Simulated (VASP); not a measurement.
# Rb (Im-3m) in VASP: single point with r2SCAN

Aim: the single point of Rb with r2SCAN.

Everything below comes from runs of VASP 6.6.1. Logs are shortened: lines on timing, memory, paths and dates and some standing lists are left out, and cuts for length are marked.

## (1) The cell of the first run

The structure is cubic, space group Im-3m (No. 229). Conventional cell: a = 5.613 Å, b = 5.613 Å, c = 5.613 Å, α = 90.00°, β = 90.00°, γ = 90.00°.

## (2) Single point, r2SCAN

Input file POSCAR:

```
Rb
1.0
   -2.8064040000      2.8064040000      2.8064040000
    2.8064040000     -2.8064040000      2.8064040000
    2.8064040000      2.8064040000     -2.8064040000
Rb
1
Direct
    0.0000000000      0.0000000000      0.0000000000
```

Input file INCAR.step1:

```
PREC = Accurate
ENCUT = 520
ISMEAR = -1
SIGMA = 0.1
LREAL = False
LASPH = True
NELM = 100
NBANDS = 10
GGA = PE
ALGO = Normal
EDIFF = 1E-4
LWAVE = True
LCHARG = False
```

Input file INCAR.step2:

```
PREC = Accurate
ENCUT = 520
EDIFF = 1E-7
ISMEAR = -1
SIGMA = 0.1
LREAL = False
LASPH = True
NELM = 100
ALGO = Normal
ISIF = 2
LWAVE = False
LCHARG = False
METAGGA = R2SCAN
LMIXTAU = True
NBANDS = 10
ISTART = 1
```

Input file KPOINTS:

```
regular mesh
0
Gamma
  9 9 9
```

Potentials or basis: VASP PAW PBE potentials, release 64 (Rb_sv).

Command:

```console
cat potpaw_PBE.64/Rb_sv/POTCAR > POTCAR
cp INCAR.step1 INCAR
mpirun -np 1 vasp_std > vasp.out
cp INCAR.step2 INCAR
mpirun -np 1 vasp_std > vasp.out
```

OUTCAR:

```text
PREC = Accurate
   ENCUT = 520
   EDIFF = 1E-7
   ISMEAR = -1
   LREAL = False
   LASPH = True
   NELM = 100
   ISIF = 2
   METAGGA = R2SCAN
   ISTART = 1

 ion  position               nearest neighbor table
   1  0.000  0.000  0.000-

  LATTYP: Found a body centered cubic cell.
 ALAT       =     5.6128080000

  Lattice vectors:

 A1 = (  -2.8064040000,   2.8064040000,   2.8064040000)
 A2 = (   2.8064040000,  -2.8064040000,   2.8064040000)
 A3 = (   2.8064040000,   2.8064040000,  -2.8064040000)

Analysis of symmetry for initial positions (statically):
=====================================================================
 Subroutine PRICEL returns:
 Original cell was already a primitive cell.

 Routine SETGRP: Setting up the symmetry group for a
 body centered cubic supercell.

 Subroutine GETGRP returns: Found 48 space group operations
 (whereof 48 operations were pure point group operations)
 out of a pool of 48 trial point group operations.

The static configuration has the point symmetry O_h .

Analysis of symmetry for dynamics (positions and initial velocities):
=====================================================================
 Subroutine PRICEL returns:
 Original cell was already a primitive cell.

 Routine SETGRP: Setting up the symmetry group for a
 body centered cubic supercell.

 Subroutine GETGRP returns: Found 48 space group operations
 (whereof 48 operations were pure point group operations)
 out of a pool of 48 trial point group operations.

The dynamic configuration has the point symmetry O_h .

 Subroutine INISYM returns: Found 48 space group operations
 (whereof 48 operations are pure point group operations),
 and found     1 'primitive' translations

----------------------------------------------------------------------------------------

                                     Primitive cell

  volume of cell :      88.4119

  direct lattice vectors                    reciprocal lattice vectors
    -2.806404000  2.806404000  2.806404000     0.000000000  0.178163942  0.178163942
     2.806404000 -2.806404000  2.806404000     0.178163942  0.000000000  0.178163942
     2.806404000  2.806404000 -2.806404000     0.178163942  0.178163942  0.000000000

  length of vectors
     4.860834315  4.860834315  4.860834315     0.251961863  0.251961863  0.251961863

  position of ions in fractional coordinates (direct lattice)
     0.000000000  0.000000000  0.000000000

  ion indices of the primitive-cell ions
   primitive index   ion index
                 1           1

----------------------------------------------------------------------------------------

 KPOINTS: regular mesh

Automatic generation of k-mesh.
 Grid dimensions read from file:
 generate k-points for:    9    9    9

 Generating k-lattice:

  Cartesian coordinates                     Fractional coordinates (reciprocal lattice)
     0.000000000  0.019795994  0.019795994     0.111111111  0.000000000  0.000000000
     0.019795994  0.000000000  0.019795994     0.000000000  0.111111111  0.000000000
     0.019795994  0.019795994  0.000000000     0.000000000  0.000000000  0.111111111

  Length of vectors
     0.027995763  0.027995763  0.027995763

  Shift w.r.t. Gamma in fractional coordinates (k-lattice)
     0.000000000  0.000000000  0.000000000

 Subroutine IBZKPT returns following result:
 ===========================================

 Found     35 irreducible k-points:

 Following reciprocal coordinates:
            Coordinates               Weight
  0.000000  0.000000  0.000000      1.000000
  0.111111  0.000000  0.000000     12.000000
  0.222222  0.000000  0.000000     12.000000
  0.333333  0.000000  0.000000     12.000000
  0.444444  0.000000  0.000000     12.000000
  0.111111  0.111111  0.000000     24.000000
[... 16 lines left out ...]
 -0.333333  0.444444  0.111111     48.000000
 -0.444444 -0.444444  0.111111     24.000000
 [... further k-points ...]
   k-points           NKPTS =     35   k-points in BZ     NKDIM =     35   number of bands    NBANDS=     10
   number of dos      NEDOS =    301   number of ions     NIONS =      1
   total plane-waves  NPLWV =  46656
   dimension x,y,z NGX =    36 NGY =   36 NGZ =   36
   dimension x,y,z NGXF=    72 NGYF=   72 NGZF=   72
   ions per type =               1
   NGX,Y,Z   is equivalent  to a cutoff of  12.31, 12.31, 12.31 a.u.
   NGXF,Y,Z  is equivalent  to a cutoff of  24.62, 24.62, 24.62 a.u.
 SYSTEM =  unknown system
   PREC   = accura    normal or accurate (medium, high low for compatibility)
   ISTART =      1    job   : 0-new  1-cont  2-samecut
   ICHARG =      0    charge: 1-file 2-atom 10-const
   ISPIN  =      1    spin polarized calculation?
   LNONCOLLINEAR =      F non collinear calculations
   LSORBIT =      F    spin-orbit coupling
   LASPH  =      T    aspherical Exc in radial PAW
   ENCUT  =  520.0 eV  38.22 Ry    6.18 a.u.   9.04  9.04  9.04*2*pi/ulx,y,z
   NELM   =    100;   NELMIN=  2; NELMDL=  0     # of ELM steps
   EDIFF  = 0.1E-06   stopping-criterion for ELM
   LREAL  =      F    real-space projection
   EDIFFG = 0.1E-05   stopping-criterion for IOM
   NSW    =      0    number of steps for IOM
   IBRION =     -1    ionic relax: 0-MD 1-quasi-New 2-CG
   NFREE  =      0    steps in history (QN), initial steepest desc. (CG)
   ISIF   =      2    stress and relaxation
   ISYM   =      2    0-nonsym 1-usesym 2-fastsym
   POTIM  = 0.5000    time-step for ionic-motion
   TEBEG  =    0.0;   TEEND  =   0.0 temperature during run
   PSTRESS=    0.0 pullay stress
   NELECT =       9.0000    total number of electrons
   NUPDOWN=      -1.0000    fix difference up-down
   EMIN   =  10.00;   EMAX   =-10.00  energy-range for DOS
   EFERMI =   0.00;   METHOD = LEGACY
   ISMEAR =    -1;   SIGMA  =   0.10  broadening in eV -4-tet -1-fermi 0-gaus
   EFERMI_NEDOS =   21; number of points for ismear=-14 and -15
   IALGO  =     38    algorithm
   IMIX   =      4    mixing-type and parameters
     AMIX     =   0.40;   BMIX     =  1.00
     AMIX_MAG =   1.60;   BMIX_MAG =  1.00
  volume/ion in A,a.u.               =      88.41       596.63
  Fermi-wavevector in a.u.,A,eV,Ry     =   0.764397  1.444500  7.949916  0.584302
  Thomas-Fermi vector in A             =   1.864289
   LORBIT       =      0    0 simple, 1 ext, 2 COOP (PROOUT), +10 PAW based schemes
   METAGGA = R2SCAN    functional components
   LHFCALC =     F    Hartree Fock is set to
   AEXX    =    0.0000 exact exchange contribution
   IVDW    =     0    specifies the selected vdW correction
   LEPSILON=     F    determine dielectric tensor
   LRPA    =     F    only Hartree local field effects (RPA)
 non-spin polarized calculation
  energy-cutoff  :      520.00
  volume of cell :       88.41
 maximum number of plane-waves:      2406
   NGX = 19   NGY = 19   NGZ = 19

 number of electron       9.0000000 magnetization

 Free energy of the ion-electron system (eV)
  ---------------------------------------------------
  ext. energy  EPLUGINS =         0.00000000
  ---------------------------------------------------
  free energy    TOTEN  =       -13.93006636 eV

  energy without entropy =      -13.90481270  energy(sigma->0) =      -13.91743953

 E-fermi :   0.1474     XC(G=0):  -5.7954

 val. band max:        0.0872960793   @ k =  -0.3333   0.4444   0.1111
 cond. band min:       0.1705674673   @ k =   0.4444   0.0000   0.0000
 fundamental gap:      0.0832713880
 Fermi energy:         0.1474286962

 k-point     1 :       0.0000    0.0000    0.0000
  band No.  band energies     occupation
      1     -29.9264      2.00000
      2     -13.4129      2.00000
      3     -13.4129      2.00000
      4     -13.4129      2.00000
      5      -1.9904      2.00000
      6       4.2780      0.00000
      7       4.2780      0.00000
      8       4.2780      0.00000
      9       5.2704      0.00000
     10       5.2704      0.00000

 k-point     2 :       0.1111    0.0000    0.0000
  band No.  band energies     occupation
      1     -29.9258      2.00000
      2     -13.4259      2.00000
      3     -13.4170      2.00000
      4     -13.4130      2.00000
      5      -1.8325      2.00000
      6       3.9729      0.00000
      7       4.0446      0.00000
      8       4.4237      0.00000
      9       4.9961      0.00000
     10       5.1948      0.00000

 k-point     3 :       0.2222    0.0000    0.0000
  band No.  band energies     occupation
      1     -29.9243      2.00000
      2     -13.4584      2.00000
      3     -13.4274      2.00000
      4     -13.4131      2.00000
      5      -1.3766      2.00000
      6       3.0783      0.00000
      7       3.6060      0.00000
      8       4.8533      0.00000
      9       5.0508      0.00000
     10       5.1231      0.00000

 k-point     4 :       0.3333    0.0000    0.0000
  band No.  band energies     occupation
      1     -29.9225      2.00000
      2     -13.4946      2.00000
      3     -13.4391      2.00000
      4     -13.4132      2.00000
      5      -0.6758      1.99947
      6       2.1143      0.00000
      7       3.2383      0.00000
      8       5.1592      0.00000
      9       5.2268      0.00000
     10       5.5436      0.00000

 k-point     5 :       0.4444    0.0000    0.0000
  band No.  band energies     occupation
      1     -29.9214      2.00000
      2     -13.5179      2.00000
      3     -13.4467      2.00000
      4     -13.4133      2.00000
      5       0.1706      0.88482
      6       1.1918      0.00006
      7       3.0400      0.00000
      8       5.0300      0.00000
      9       5.5566      0.00000
     10       6.1950      0.00000

 k-point     6 :       0.1111    0.1111    0.0000
  band No.  band energies     occupation
      1     -29.9247      2.00000
      2     -13.4482      2.00000
      3     -13.4217      2.00000
      4     -13.4160      2.00000
      5      -1.5253      2.00000
      6       3.4349      0.00000
      7       3.6257      0.00000
      8       4.6926      0.00000
      9       4.8018      0.00000
     10       5.3970      0.00000
[... 183 lines left out ...]
 k-point    21 :      -0.2222    0.3333    0.1111
  band No.  band energies     occupation
      1     -29.9222      2.00000
      2     -13.4803      2.00000
      3     -13.4444      2.00000
      4     -13.4291      2.00000
      5      -0.6700      1.99944
      6       2.5176      0.00000
      7       3.2191      0.00000
      8       4.1212      0.00000
      9       5.2102      0.00000
     10       5.7184      0.00000

 k-point    22 :      -0.4444    0.4444    0.1111
  band No.  band energies     occupation
      1     -29.9209      2.00000
      2     -13.5142      2.00000
      3     -13.4514      2.00000
      4     -13.4223      2.00000
      5       0.2996      0.35851
      6       1.2575      0.00003
      7       3.1177      0.00000
      8       4.1344      0.00000
      9       5.6702      0.00000
     10       6.4139      0.00000

 k-point    23 :      -0.3333    0.4444    0.1111
  band No.  band energies     occupation
      1     -29.9208      2.00000
      2     -13.5014      2.00000
      3     -13.4581      2.00000
      4     -13.4299      2.00000
      5       0.0873      1.29192
      6       1.7823      0.00000
      7       2.8408      0.00000
      8       4.2100      0.00000
      9       5.2147      0.00000
     10       5.9755      0.00000

 k-point    24 :      -0.4444   -0.4444    0.1111
  band No.  band energies     occupation
      1     -29.9202      2.00000
      2     -13.5097      2.00000
      3     -13.4638      2.00000
      4     -13.4298      2.00000
      5       0.8939      0.00115
      6       0.9993      0.00040
      7       2.6952      0.00000
      8       4.1453      0.00000
      9       5.4115      0.00000
     10       6.0934      0.00000

 [... further k-points ...]
[... 5 lines left out ...]
  --------------------------------------------------------------------------------------
  -------------------------------------------------------------------------------------
  Total        0.1183788      0.1183788      0.1183788      0.0000000      0.0000000     -0.0000000
  in kB        2.1452299      2.1452299      2.1452299      0.0000000      0.0000000     -0.0000000
  external PRESSURE =       2.1452299 kB  Pullay stress =       0.0000000 kB

 VOLUME and BASIS-vectors are now :
 -----------------------------------------------------------------------------
  energy-cutoff  :      520.00
  volume of cell :       88.41
      direct lattice vectors                 reciprocal lattice vectors
    -2.806404000  2.806404000  2.806404000     0.000000000  0.178163942  0.178163942
     2.806404000 -2.806404000  2.806404000     0.178163942  0.000000000  0.178163942
     2.806404000  2.806404000 -2.806404000     0.178163942  0.178163942  0.000000000

 POSITION                                       TOTAL-FORCE (eV/Angst)
 -----------------------------------------------------------------------------------
      0.00000      0.00000      0.00000         0.000000     -0.000000     -0.000000
 -----------------------------------------------------------------------------------
    total drift:                               -0.000000      0.000000      0.000000

  FREE ENERGIE OF THE ION-ELECTRON SYSTEM (eV)
  ---------------------------------------------------
  free  energy   TOTEN  =       -13.9300663622 eV

  energy  without entropy=      -13.9048126985  energy(sigma->0) =      -13.91743953
```

Wall time 46 s (1 thread of Intel Xeon 6975P-C (Granite Rapids), shared host); peak memory 0.22 GiB.

What came out:

```yaml
Free_energy: -13.9301 eV
Pressure: 0.2 GPa
```

Caveat: the PAW data sets were made with another functional, which shifts forces and pressure a little.
